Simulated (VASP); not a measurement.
# Nb (Im-3m) in VASP: single point with PBEsol

Aim: the single point of Nb with PBEsol.

All numbers are computed with VASP 6.6.1; they aren't measurements. Logs are shortened: lines on timing, memory, paths and dates and some standing lists are left out, and cuts for length are marked.

### 1 The cell of the first run

Symmetry: Im-3m, No. 229, cubic system. The conventional cell has a = 3.328 Å, b = 3.328 Å, c = 3.328 Å, α = 90.00°, β = 90.00°, γ = 90.00°. Within 3.8 Å of Nb (site symmetry m-3m) lie 14 Nb at 2.88 to 3.33 Å.

### 2 Single point, PBEsol

The input, INCAR:

```
SYSTEM = Nb
  ALGO = Normal
  EDIFF = 1E-6
  ENCUT = 500
  GGA = PS
  GGA_COMPAT = .False.
  ISIF = 2
  ISMEAR = 1
  LASPH = .True.
  LCHARG = .False.
  LREAL = .False.
  LWAVE = .False.
  NBANDS = 12
  NELM = 120
  PREC = Accurate
  SIGMA = 0.05
```

The input, KPOINTS:

```
k-points
0
Gamma
  6 6 6
  0 0 0
```

The input, POSCAR:

```
Nb
1.0
   -1.6639500000      1.6639500000      1.6639500000
    1.6639500000     -1.6639500000      1.6639500000
    1.6639500000      1.6639500000     -1.6639500000
Nb
1
Direct
    0.0000000000      0.0000000000      0.0000000000
```

Potentials or basis: VASP PAW PBE potentials, release 64 (Nb_sv).

On the command line:

```console
> cat potpaw_PBE.64/Nb_sv/POTCAR > POTCAR
> mpirun -np 1 vasp_std > vasp.out
```

OUTCAR:

```text
SYSTEM = Nb
   EDIFF = 1E-6
   ENCUT = 500
   GGA = PS
   ISIF = 2
   ISMEAR = 1
   LASPH = .True.
   LREAL = .False.
   NELM = 120
   PREC = Accurate

 ion  position               nearest neighbor table
   1  0.000  0.000  0.000-

  LATTYP: Found a body centered cubic cell.
 ALAT       =     3.3279000000

  Lattice vectors:

 A1 = (  -1.6639500000,   1.6639500000,   1.6639500000)
 A2 = (   1.6639500000,  -1.6639500000,   1.6639500000)
 A3 = (   1.6639500000,   1.6639500000,  -1.6639500000)

Analysis of symmetry for initial positions (statically):
=====================================================================
 Subroutine PRICEL returns:
 Original cell was already a primitive cell.

 Routine SETGRP: Setting up the symmetry group for a
 body centered cubic supercell.

 Subroutine GETGRP returns: Found 48 space group operations
 (whereof 48 operations were pure point group operations)
 out of a pool of 48 trial point group operations.

The static configuration has the point symmetry O_h .

Analysis of symmetry for dynamics (positions and initial velocities):
=====================================================================
 Subroutine PRICEL returns:
 Original cell was already a primitive cell.

 Routine SETGRP: Setting up the symmetry group for a
 body centered cubic supercell.

 Subroutine GETGRP returns: Found 48 space group operations
 (whereof 48 operations were pure point group operations)
 out of a pool of 48 trial point group operations.

The dynamic configuration has the point symmetry O_h .

 Subroutine INISYM returns: Found 48 space group operations
 (whereof 48 operations are pure point group operations),
 and found     1 'primitive' translations

----------------------------------------------------------------------------------------

                                     Primitive cell

  volume of cell :      18.4281

  direct lattice vectors                    reciprocal lattice vectors
    -1.663950000  1.663950000  1.663950000     0.000000000  0.300489798  0.300489798
     1.663950000 -1.663950000  1.663950000     0.300489798  0.000000000  0.300489798
     1.663950000  1.663950000 -1.663950000     0.300489798  0.300489798  0.000000000

  length of vectors
     2.882045941  2.882045941  2.882045941     0.424956748  0.424956748  0.424956748

  position of ions in fractional coordinates (direct lattice)
[... 73 lines left out ...]
   NFREE  =      0    steps in history (QN), initial steepest desc. (CG)
   ISIF   =      2    stress and relaxation
   ISYM   =      2    0-nonsym 1-usesym 2-fastsym
   POTIM  = 0.5000    time-step for ionic-motion
   TEBEG  =    0.0;   TEEND  =   0.0 temperature during run
   PSTRESS=    0.0 pullay stress
   NELECT =      13.0000    total number of electrons
   NUPDOWN=      -1.0000    fix difference up-down
   EMIN   =  10.00;   EMAX   =-10.00  energy-range for DOS
   EFERMI =   0.00;   METHOD = LEGACY
   ISMEAR =     1;   SIGMA  =   0.05  broadening in eV -4-tet -1-fermi 0-gaus
   EFERMI_NEDOS =   21; number of points for ismear=-14 and -15
   IALGO  =     38    algorithm
   IMIX   =      4    mixing-type and parameters
     AMIX     =   0.40;   BMIX     =  1.00
     AMIX_MAG =   1.60;   BMIX_MAG =  1.00
  volume/ion in A,a.u.               =      18.43       124.36
  Fermi-wavevector in a.u.,A,eV,Ry     =   1.457345  2.753983 28.896790  2.123854
  Thomas-Fermi vector in A             =   2.574157
   LORBIT       =      0    0 simple, 1 ext, 2 COOP (PROOUT), +10 PAW based schemes
   GGA     = PS    functional components
   LHFCALC =     F    Hartree Fock is set to
   AEXX    =    0.0000 exact exchange contribution
   IVDW    =     0    specifies the selected vdW correction
   LEPSILON=     F    determine dielectric tensor
   LRPA    =     F    only Hartree local field effects (RPA)
 non-spin polarized calculation
 Methfessel and Paxton  Order N= 1 SIGMA  =   0.05
  energy-cutoff  :      500.00
  volume of cell :       18.43
 maximum number of plane-waves:       476
 NGX is ok and might be reduce to    24
   NGX = 11   NGY = 11   NGZ = 11

 number of electron      12.9999999 magnetization

 Free energy of the ion-electron system (eV)
  ---------------------------------------------------
  ext. energy  EPLUGINS =         0.00000000
  ---------------------------------------------------
  free energy    TOTEN  =       -10.90719215 eV

  energy without entropy =      -10.90664228  energy(sigma->0) =      -10.90700886

 E-fermi :  10.8800     XC(G=0): -12.4985

 val. band max:       10.6754199240   @ k =   0.3333   0.1667   0.1667
 cond. band min:      10.8954674303   @ k =   0.1667   0.0000   0.0000
 fundamental gap:      0.2200475063
 Fermi energy:        10.8800019724

 k-point     1 :       0.0000    0.0000    0.0000
  band No.  band energies     occupation
      1     -43.4729      2.00000
      2     -18.8419      2.00000
      3     -18.8419      2.00000
      4     -18.8419      2.00000
      5       4.8070      2.00000
      6      11.1597     -0.00000
      7      11.1597     -0.00000
      8      11.1597     -0.00000
      9      13.9853      0.00000
     10      13.9853      0.00000
     11      24.8759      0.00000
     12      24.8759      0.00000
[... 211 lines left out ...]
 k-point    16 :       0.5000    0.5000    0.5000
  band No.  band energies     occupation
      1     -43.0865      2.00000
      2     -19.7203      2.00000
      3     -19.7203      2.00000
      4     -19.7203      2.00000
      5       7.1451      2.00000
      6       7.1451      2.00000
      7      16.2865      0.00000
      8      16.2865      0.00000
      9      16.2865      0.00000
     10      19.5983      0.00000
     11      19.5983      0.00000
     12      19.5983      0.00000

------------------------ aborting loop because EDIFF is reached ----------------------------------------

  FORCE on cell =-STRESS in cart. coord.  units (eV):
  Direction    XX          YY          ZZ          XY          YZ          ZX
  --------------------------------------------------------------------------------------
  -------------------------------------------------------------------------------------
  Total       -1.3278219     -1.3278219     -1.3278219      0.0000000      0.0000000      0.0000000
  in kB     -115.4435309   -115.4435309   -115.4435309      0.0000000      0.0000000      0.0000000
  external PRESSURE =    -115.4435309 kB  Pullay stress =       0.0000000 kB

 VOLUME and BASIS-vectors are now :
 -----------------------------------------------------------------------------
  energy-cutoff  :      500.00
  volume of cell :       18.43
      direct lattice vectors                 reciprocal lattice vectors
    -1.663950000  1.663950000  1.663950000     0.000000000  0.300489798  0.300489798
     1.663950000 -1.663950000  1.663950000     0.300489798  0.000000000  0.300489798
     1.663950000  1.663950000 -1.663950000     0.300489798  0.300489798  0.000000000

 POSITION                                       TOTAL-FORCE (eV/Angst)
 -----------------------------------------------------------------------------------
      0.00000      0.00000      0.00000        -0.000000      0.000000      0.000000
 -----------------------------------------------------------------------------------
    total drift:                               -0.000000      0.000000      0.000000

  FREE ENERGIE OF THE ION-ELECTRON SYSTEM (eV)
  ---------------------------------------------------
  free  energy   TOTEN  =       -10.9071921468 eV

  energy  without entropy=      -10.9066422783  energy(sigma->0) =      -10.90700886
```

stdout:

```text
POSCAR found type information on POSCAR Nb
 POSCAR found :  1 types and       1 ions
 scaLAPACK will be used
 -----------------------------------------------------------------------------
|                                                                             |
|                                                                             |
|     You enforced a specific xc type in the INCAR file but a different       |
|     I HOPE YOU KNOW WHAT YOU ARE DOING!                                     |
|                                                                             |
 -----------------------------------------------------------------------------

 LDA part: xc-table for (Slater+PW92), standard interpolation
 POSCAR, INCAR and KPOINTS ok, starting setup
 FFT: planning ... GRIDC
 FFT: planning ... GRID_SOFT
 FFT: planning ... GRID
 WAVECAR not read
 entering main loop
```

Wall time 3.1 s (1 thread of AMD EPYC 9R45 (Zen 5), shared host); peak memory 0.1 GiB.

Results:

| Item | Value |
| --- | --- |
| Free energy | -10.9072 eV |
| Pressure | -11.5 GPa |

Caveat: the k points lie up to 0.45 Å⁻¹ apart; the PAW data sets were made with another functional, which shifts forces and pressure a little.
